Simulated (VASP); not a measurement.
# FePt (Tetraferroplatinum) (P4/mmm) in VASP: notebook

Aim: see how the results for FePt (Tetraferroplatinum) move with the level of theory and the settings. Levels: PBE, LDA. Tasks: single point.

All numbers are computed with VASP 6.6.1; they aren't measurements. Logs are shortened: lines on timing, memory, paths and dates and some standing lists are left out, and cuts for length are marked.

## 1. The cell of the first run

Symmetry: P4/mmm, No. 123, tetragonal system. Conventional cell: a = 2.724 Å, b = 2.724 Å, c = 3.720 Å, α = 90.00°, β = 90.00°, γ = 90.00°. Pt (site symmetry 4/mmm) has 8 Fe at 2.68 Å and 4 Pt at 2.72 Å within 3.5 Å. Fe (site symmetry 4/mmm) has 8 Pt at 2.68 Å and 4 Fe at 2.72 Å within 3.5 Å.

## 2. Single point, PBE, collinear spin, ferromagnetic start

File INCAR:

```
SYSTEM = FePt
ALGO = Normal
EDIFF = 1E-6
ENCUT = 520
GGA = PE
ISIF = 2
ISMEAR = 0
ISPIN = 2
LASPH = .True.
LCHARG = .False.
LMAXMIX = 4
LORBIT = 11
LREAL = .False.
LWAVE = .False.
MAGMOM = 0 3
NBANDS = 20
NELM = 150
PREC = Accurate
SIGMA = 0.027000000000000003
```

File KPOINTS:

```
k-points
0
Gamma
  10 10 7
  0 0 0
```

File POSCAR:

```
FePt
1.0
    2.7235000000      0.0000000000      0.0000000000
    0.0000000000      2.7235000000      0.0000000000
    0.0000000000      0.0000000000      3.7200000000
Pt Fe
1 1
Direct
    0.5000000000      0.5000000000      0.5000000000
    0.0000000000      0.0000000000      0.0000000000
```

Potentials or basis: VASP PAW PBE potentials, release 64 (Pt, Fe).

Started as:

```bash
$ cat potpaw_PBE.64/Pt/POTCAR potpaw_PBE.64/Fe/POTCAR > POTCAR
$ mpirun -np 1 vasp_std > vasp.out
```

OUTCAR:

```text
SYSTEM = FePt
   EDIFF = 1E-6
   ENCUT = 520
   GGA = PE
   ISIF = 2
   ISMEAR = 0
   ISPIN = 2
   LASPH = .True.
   LORBIT = 11
   LREAL = .False.
   NELM = 150
   PREC = Accurate

 ion  position               nearest neighbor table
   1  0.500  0.500  0.500-   2 2.68   2 2.68   2 2.68   2 2.68   2 2.68   2 2.68   2 2.68   2 2.68

   2  0.000  0.000  0.000-   1 2.68   1 2.68   1 2.68   1 2.68   1 2.68   1 2.68   1 2.68   1 2.68

  LATTYP: Found a simple tetragonal cell.
 ALAT       =     2.7235000000
 C/A-ratio  =     1.3658894804

  Lattice vectors:

 A1 = (   2.7235000000,   0.0000000000,   0.0000000000)
 A2 = (   0.0000000000,   2.7235000000,   0.0000000000)
 A3 = (   0.0000000000,   0.0000000000,   3.7200000000)

Analysis of symmetry for initial positions (statically):
=====================================================================
 Subroutine PRICEL returns:
 Original cell was already a primitive cell.

 Routine SETGRP: Setting up the symmetry group for a
 simple tetragonal supercell.

 Subroutine GETGRP returns: Found 16 space group operations
 (whereof 16 operations were pure point group operations)
 out of a pool of 16 trial point group operations.

The static configuration has the point symmetry D_4h.

Analysis of symmetry for dynamics (positions and initial velocities):
=====================================================================
 Subroutine PRICEL returns:
 Original cell was already a primitive cell.

 Routine SETGRP: Setting up the symmetry group for a
 simple tetragonal supercell.

 Subroutine GETGRP returns: Found 16 space group operations
 (whereof 16 operations were pure point group operations)
 out of a pool of 16 trial point group operations.

The dynamic configuration has the point symmetry D_4h.

Analysis of structural, dynamic, and magnetic symmetry:
=====================================================================
 Subroutine PRICEL returns:
 Original cell was already a primitive cell.

 Routine SETGRP: Setting up the symmetry group for a
 simple tetragonal supercell.

 Subroutine GETGRP returns: Found 16 space group operations
 (whereof 16 operations were pure point group operations)
 out of a pool of 16 trial point group operations.

The overall configuration has the point symmetry D_4h.

 Subroutine INISYM returns: Found 16 space group operations
 (whereof 16 operations are pure point group operations),
 and found     1 'primitive' translations

----------------------------------------------------------------------------------------

                                     Primitive cell

  volume of cell :      27.5929

  direct lattice vectors                    reciprocal lattice vectors
     2.723500000  0.000000000  0.000000000     0.367174592  0.000000000  0.000000000
     0.000000000  2.723500000  0.000000000     0.000000000  0.367174592  0.000000000
     0.000000000  0.000000000  3.720000000     0.000000000  0.000000000  0.268817204

  length of vectors
     2.723500000  2.723500000  3.720000000     0.367174592  0.367174592  0.268817204

  position of ions in fractional coordinates (direct lattice)
     0.500000000  0.500000000  0.500000000
     0.000000000  0.000000000  0.000000000

  ion indices of the primitive-cell ions
   primitive index   ion index
                 1           1
                 2           2

----------------------------------------------------------------------------------------

 KPOINTS: k-points

Automatic generation of k-mesh.
 Grid dimensions read from file:
 generate k-points for:   10   10    7

 Generating k-lattice:

  Cartesian coordinates                     Fractional coordinates (reciprocal lattice)
     0.036717459  0.000000000  0.000000000     0.100000000  0.000000000  0.000000000
     0.000000000  0.036717459  0.000000000     0.000000000  0.100000000  0.000000000
     0.000000000  0.000000000  0.038402458     0.000000000  0.000000000  0.142857143

  Length of vectors
     0.036717459  0.036717459  0.038402458

  Shift w.r.t. Gamma in fractional coordinates (k-lattice)
     0.000000000  0.000000000  0.000000000

 Subroutine IBZKPT returns following result:
 ===========================================

 Found     84 irreducible k-points:

 Following reciprocal coordinates:
            Coordinates               Weight
  0.000000  0.000000  0.000000      1.000000
  0.100000  0.000000  0.000000      4.000000
  0.200000  0.000000  0.000000      4.000000
  0.300000  0.000000  0.000000      4.000000
  0.400000  0.000000  0.000000      4.000000
  0.500000  0.000000  0.000000      2.000000
[... 16 lines left out ...]
  0.100000  0.000000  0.142857      8.000000
  0.200000  0.000000  0.142857      8.000000
 [... further k-points ...]
   k-points           NKPTS =     84   k-points in BZ     NKDIM =     84   number of bands    NBANDS=     20
   number of dos      NEDOS =    301   number of ions     NIONS =      2
   total plane-waves  NPLWV =  11200
   dimension x,y,z NGX =    20 NGY =   20 NGZ =   28
   dimension x,y,z NGXF=    40 NGYF=   40 NGZF=   56
   ions per type =               1   1
   NGX,Y,Z   is equivalent  to a cutoff of  12.21, 12.21, 12.51 a.u.
   NGXF,Y,Z  is equivalent  to a cutoff of  24.42, 24.42, 25.03 a.u.
 SYSTEM =  FePt
   PREC   = accura    normal or accurate (medium, high low for compatibility)
   ISTART =      0    job   : 0-new  1-cont  2-samecut
   ICHARG =      2    charge: 1-file 2-atom 10-const
   ISPIN  =      2    spin polarized calculation?
   LNONCOLLINEAR =      F non collinear calculations
   LSORBIT =      F    spin-orbit coupling
   LASPH  =      T    aspherical Exc in radial PAW
   ENCUT  =  520.0 eV  38.22 Ry    6.18 a.u.   5.06  5.06  6.92*2*pi/ulx,y,z
   NELM   =    150;   NELMIN=  2; NELMDL= -5     # of ELM steps
   EDIFF  = 0.1E-05   stopping-criterion for ELM
   LREAL  =      F    real-space projection
   EDIFFG = 0.1E-04   stopping-criterion for IOM
   NSW    =      0    number of steps for IOM
   IBRION =     -1    ionic relax: 0-MD 1-quasi-New 2-CG
   NFREE  =      0    steps in history (QN), initial steepest desc. (CG)
   ISIF   =      2    stress and relaxation
   ISYM   =      2    0-nonsym 1-usesym 2-fastsym
   POTIM  = 0.5000    time-step for ionic-motion
   TEBEG  =    0.0;   TEEND  =   0.0 temperature during run
   PSTRESS=    0.0 pullay stress
   NELECT =      18.0000    total number of electrons
   NUPDOWN=      -1.0000    fix difference up-down
   EMIN   =  10.00;   EMAX   =-10.00  energy-range for DOS
   EFERMI =   0.00;   METHOD = LEGACY
   ISMEAR =     0;   SIGMA  =   0.03  broadening in eV -4-tet -1-fermi 0-gaus
   EFERMI_NEDOS =   21; number of points for ismear=-14 and -15
   IALGO  =     38    algorithm
   IMIX   =      4    mixing-type and parameters
     AMIX     =   0.40;   BMIX     =  1.00
     AMIX_MAG =   1.60;   BMIX_MAG =  1.00
  volume/ion in A,a.u.               =      13.80        93.10
  Fermi-wavevector in a.u.,A,eV,Ry     =   1.419819  2.683070 27.427809  2.015887
  Thomas-Fermi vector in A             =   2.540800
   LORBIT       =     11    0 simple, 1 ext, 2 COOP (PROOUT), +10 PAW based schemes
   GGA     = PE    functional components
   LHFCALC =     F    Hartree Fock is set to
   AEXX    =    0.0000 exact exchange contribution
   IVDW    =     0    specifies the selected vdW correction
   LEPSILON=     F    determine dielectric tensor
   LRPA    =     F    only Hartree local field effects (RPA)
 spin polarized calculation
 Gauss-broadening in eV      SIGMA  =   0.03
  energy-cutoff  :      520.00
  volume of cell :       27.59
 maximum number of plane-waves:       758
   NGX = 11   NGY = 11   NGZ = 13

 number of electron      17.9999997 magnetization       3.2635841

 Free energy of the ion-electron system (eV)
  ---------------------------------------------------
  ext. energy  EPLUGINS =         0.00000000
  ---------------------------------------------------
  free energy    TOTEN  =       -14.80073758 eV

  energy without entropy =      -14.80002851  energy(sigma->0) =      -14.80038305

 E-fermi :   8.7425     XC(G=0): -13.0584

 val. band max:        8.7393299257   @ k =   0.4000   0.4000   0.2857
 cond. band min:       8.7605565608   @ k =   0.5000   0.4000   0.2857
 fundamental gap:      0.0212266350
 Fermi energy:         8.7424960463

 spin component 1

 k-point     1 :       0.0000    0.0000    0.0000
  band No.  band energies     occupation
      1      -0.8870      1.00000
      2       2.3450      1.00000
      3       2.5270      1.00000
      4       5.2600      1.00000
      5       5.2600      1.00000
      6       5.7781      1.00000
[... 12 lines left out ...]
     19      30.2309      0.00000
     20      30.2309      0.00000
[... 507 lines left out ...]
 k-point    24 :       0.2000    0.0000    0.1429
  band No.  band energies     occupation
      1       0.3118      1.00000
      2       2.8693      1.00000
      3       3.3590      1.00000
      4       4.8790      1.00000
      5       5.5154      1.00000
      6       5.8991      1.00000
[... 12 lines left out ...]
     19      31.7053      0.00000
     20      31.9351      0.00000

 [... further k-points ...]

 spin component 2

 k-point     1 :       0.0000    0.0000    0.0000
  band No.  band energies     occupation
      1      -0.7553      1.00000
      2       2.9191      1.00000
      3       2.9240      1.00000
      4       6.3296      1.00000
      5       6.3296      1.00000
      6       7.9100      1.00000
[... 12 lines left out ...]
     19      30.3329      0.00000
     20      30.3329      0.00000
[... 507 lines left out ...]
 k-point    24 :       0.2000    0.0000    0.1429
  band No.  band energies     occupation
      1       0.4524      1.00000
      2       3.3244      1.00000
      3       3.8794      1.00000
      4       5.4236      1.00000
      5       6.5778      1.00000
      6       7.3193      1.00000
[... 12 lines left out ...]
     19      31.9164      0.00000
     20      32.2212      0.00000

 [... further k-points ...]

------------------------ aborting loop because EDIFF is reached ----------------------------------------

  FORCE on cell =-STRESS in cart. coord.  units (eV):
  Direction    XX          YY          ZZ          XY          YZ          ZX
  --------------------------------------------------------------------------------------
  -------------------------------------------------------------------------------------
  Total        0.4597153      0.4597153      0.5516139      0.0000000     -0.0000000     -0.0000000
  in kB       26.6932717     26.6932717     32.0293467      0.0000000     -0.0000000     -0.0000000
  external PRESSURE =      28.4719634 kB  Pullay stress =       0.0000000 kB

 VOLUME and BASIS-vectors are now :
 -----------------------------------------------------------------------------
  energy-cutoff  :      520.00
  volume of cell :       27.59
      direct lattice vectors                 reciprocal lattice vectors
     2.723500000  0.000000000  0.000000000     0.367174592  0.000000000  0.000000000
     0.000000000  2.723500000  0.000000000     0.000000000  0.367174592  0.000000000
     0.000000000  0.000000000  3.720000000     0.000000000  0.000000000  0.268817204

 POSITION                                       TOTAL-FORCE (eV/Angst)
 -----------------------------------------------------------------------------------
      1.36175      1.36175      1.86000         0.000000      0.000000      0.000000
      0.00000      0.00000      0.00000         0.000000      0.000000      0.000000
 -----------------------------------------------------------------------------------
    total drift:                               -0.000000      0.000000      0.000000

  FREE ENERGIE OF THE ION-ELECTRON SYSTEM (eV)
  ---------------------------------------------------
  free  energy   TOTEN  =       -14.8007375805 eV

  energy  without entropy=      -14.8000285114  energy(sigma->0) =      -14.80038305

 total charge

# of ion       s       p       d       tot
------------------------------------------
    1        0.714   0.667   8.055   9.435
    2        0.409   0.453   6.124   6.986
--------------------------------------------------
tot          1.123   1.119  14.179  16.422

 magnetization (x)

# of ion       s       p       d       tot
------------------------------------------
    1       -0.026  -0.068   0.423   0.329
    2        0.004  -0.008   2.916   2.913
--------------------------------------------------
tot         -0.022  -0.076   3.340   3.242
```

It took 2 min on 1 thread of Oxide Virtual Turin-like, shared host; peak memory 0.16 GiB.

What came out:

| Item | Value |
| --- | --- |
| Free energy | -14.8007 eV |
| Pressure | 2.8 GPa |
| Net moment | 3.26 μB per cell |
| Site moments | Pt +0.33; Fe +2.91 μB |
| Valence electrons inside the program's atomic spheres | Pt 9.44; Fe 6.99 |

Stress tensor (GPa, compression positive):
```
2.67 0.00 0.00
0.00 2.67 0.00
0.00 0.00 3.20
```

Caveat: spin-orbit coupling is left out, which moves the levels of the heavy elements.

## 3. Single point, LDA, collinear spin, ferromagnetic start

File INCAR:

```
SYSTEM = FePt
  PREC = Accurate
  ENCUT = 520
  EDIFF = 1E-7
  ISMEAR = 0
  SIGMA = 0.05
  LREAL = .False.
  LASPH = .True.
  NELM = 150
  ALGO = Normal
  ISIF = 2
  LWAVE = .False.
  LCHARG = .False.
  ISPIN = 2
  MAGMOM = 0 3
  LORBIT = 11
  LMAXMIX = 4
  NBANDS = 20
```

File KPOINTS:

```
regular mesh
0
Gamma
  10 10 7
  0 0 0
```

POSCAR is that of step 2.

Potentials or basis: VASP PAW LDA potentials, release 64 (Pt, Fe).

Started as:

```bash
$ cat potpaw_LDA.64/Pt/POTCAR potpaw_LDA.64/Fe/POTCAR > POTCAR
$ mpirun -np 1 vasp_std > vasp.out
```

OUTCAR:

```text
SYSTEM = FePt
   PREC = Accurate
   ENCUT = 520
   EDIFF = 1E-7
   ISMEAR = 0
   LREAL = .False.
   LASPH = .True.
   NELM = 150
   ISIF = 2
   ISPIN = 2
   LORBIT = 11

 ion  position               nearest neighbor table
   1  0.500  0.500  0.500-   2 2.68   2 2.68   2 2.68   2 2.68   2 2.68   2 2.68   2 2.68   2 2.68

   2  0.000  0.000  0.000-   1 2.68   1 2.68   1 2.68   1 2.68   1 2.68   1 2.68   1 2.68   1 2.68

  LATTYP: Found a simple tetragonal cell.
 ALAT       =     2.7235000000
 C/A-ratio  =     1.3658894804

  Lattice vectors:

 A1 = (   2.7235000000,   0.0000000000,   0.0000000000)
 A2 = (   0.0000000000,   2.7235000000,   0.0000000000)
 A3 = (   0.0000000000,   0.0000000000,   3.7200000000)

Analysis of symmetry for initial positions (statically):
=====================================================================
 Subroutine PRICEL returns:
 Original cell was already a primitive cell.

 Routine SETGRP: Setting up the symmetry group for a
 simple tetragonal supercell.

 Subroutine GETGRP returns: Found 16 space group operations
 (whereof 16 operations were pure point group operations)
 out of a pool of 16 trial point group operations.

The static configuration has the point symmetry D_4h.

Analysis of symmetry for dynamics (positions and initial velocities):
=====================================================================
 Subroutine PRICEL returns:
 Original cell was already a primitive cell.

 Routine SETGRP: Setting up the symmetry group for a
 simple tetragonal supercell.

 Subroutine GETGRP returns: Found 16 space group operations
 (whereof 16 operations were pure point group operations)
 out of a pool of 16 trial point group operations.

The dynamic configuration has the point symmetry D_4h.

Analysis of structural, dynamic, and magnetic symmetry:
=====================================================================
 Subroutine PRICEL returns:
 Original cell was already a primitive cell.

[... 149 lines left out ...]
  ext. energy  EPLUGINS =         0.00000000
  ---------------------------------------------------
  free energy    TOTEN  =       -16.94452310 eV

  energy without entropy =      -16.94248374  energy(sigma->0) =      -16.94350342

 E-fermi :   8.4892     XC(G=0): -13.3079

 val. band max:        8.4793250845   @ k =   0.5000   0.2000   0.4286
 cond. band min:       8.4908833998   @ k =   0.5000   0.2000   0.2857
 fundamental gap:      0.0115583153
 Fermi energy:         8.4892357312

 spin component 1

 k-point     1 :       0.0000    0.0000    0.0000
  band No.  band energies     occupation
      1      -1.1021      1.00000
      2       2.2101      1.00000
      3       2.3245      1.00000
      4       5.1739      1.00000
      5       5.1739      1.00000
      6       5.7369      1.00000
[... 541 lines left out ...]
     19      31.4662      0.00000
     20      31.7253      0.00000

 [... further k-points ...]

 spin component 2

 k-point     1 :       0.0000    0.0000    0.0000
  band No.  band energies     occupation
      1      -0.8669      1.00000
      2       2.6740      1.00000
      3       2.7330      1.00000
      4       6.1046      1.00000
      5       6.1046      1.00000
      6       7.7048      1.00000
[... 541 lines left out ...]
     19      31.7637      0.00000
     20      32.0418      0.00000

 [... further k-points ...]

------------------------ aborting loop because EDIFF is reached ----------------------------------------

  FORCE on cell =-STRESS in cart. coord.  units (eV):
  Direction    XX          YY          ZZ          XY          YZ          ZX
  --------------------------------------------------------------------------------------
  -------------------------------------------------------------------------------------
  Total       -2.2775203     -2.2775203     -1.9961983      0.0000000      0.0000000     -0.0000000
  in kB     -132.2437446   -132.2437446   -115.9088439      0.0000000      0.0000000     -0.0000000
  external PRESSURE =    -126.7987777 kB  Pullay stress =       0.0000000 kB

 VOLUME and BASIS-vectors are now :
 -----------------------------------------------------------------------------
  energy-cutoff  :      520.00
  volume of cell :       27.59
      direct lattice vectors                 reciprocal lattice vectors
     2.723500000  0.000000000  0.000000000     0.367174592  0.000000000  0.000000000
     0.000000000  2.723500000  0.000000000     0.000000000  0.367174592  0.000000000
     0.000000000  0.000000000  3.720000000     0.000000000  0.000000000  0.268817204

 POSITION                                       TOTAL-FORCE (eV/Angst)
 -----------------------------------------------------------------------------------
      1.36175      1.36175      1.86000         0.000000      0.000000      0.000000
      0.00000      0.00000      0.00000         0.000000      0.000000      0.000000
 -----------------------------------------------------------------------------------
    total drift:                               -0.000000      0.000000      0.000000

  FREE ENERGIE OF THE ION-ELECTRON SYSTEM (eV)
  ---------------------------------------------------
  free  energy   TOTEN  =       -16.9445230959 eV

  energy  without entropy=      -16.9424837441  energy(sigma->0) =      -16.94350342

 total charge

# of ion       s       p       d       tot
------------------------------------------
    1        0.713   0.657   8.051   9.420
    2        0.412   0.449   6.157   7.018
--------------------------------------------------
tot          1.124   1.105  14.208  16.438

 magnetization (x)

# of ion       s       p       d       tot
------------------------------------------
    1       -0.022  -0.050   0.415   0.343
    2        0.002  -0.001   2.798   2.799
--------------------------------------------------
tot         -0.019  -0.051   3.213   3.142
```

Run time: 92 s. Hardware: 1 thread of Oxide Virtual Turin-like, shared host; peak memory 0.15 GiB.

What came out:

```yaml
Free_energy: -16.9445 eV
Pressure: -12.7 GPa
Net_moment: 3.19 μB per cell
Site_moments: Pt +0.34; Fe +2.80 μB
Valence_electrons_inside_the_program's_atomic_spheres: Pt 9.42; Fe 7.02
```

Levels at points of the mesh, in eV from the Fermi level:
Spin up:
```
           k point  band 8  band 9  band 10  band 11  band 12  band 13  band 14  band 15
(0.00, 0.00, 0.00)   -1.67   -0.42    -0.23    -0.23     2.28     9.85    11.63    11.63
(0.50, 0.00, 0.00)   -2.23   -1.89    -1.60     0.34     2.06    10.50    10.60    12.56
(0.50, 0.50, 0.00)   -0.28   -0.28     0.58     1.60     1.60     7.65    10.12    10.90
```
Spin down:
```tsv
k point	band 6	band 7	band 8	band 9	band 10	band 11
(0.00, 0.00, 0.00)	-0.78	-0.78	0.44	1.47	1.62	1.62
(0.50, 0.00, 0.00)	-1.37	-1.22	-0.98	0.31	0.62	2.35
(0.50, 0.50, 0.00)	1.12	1.48	1.69	1.69	1.74	1.89
```

Caveat: spin-orbit coupling is left out, which moves the levels of the heavy elements.

[end of part 1 of 2]
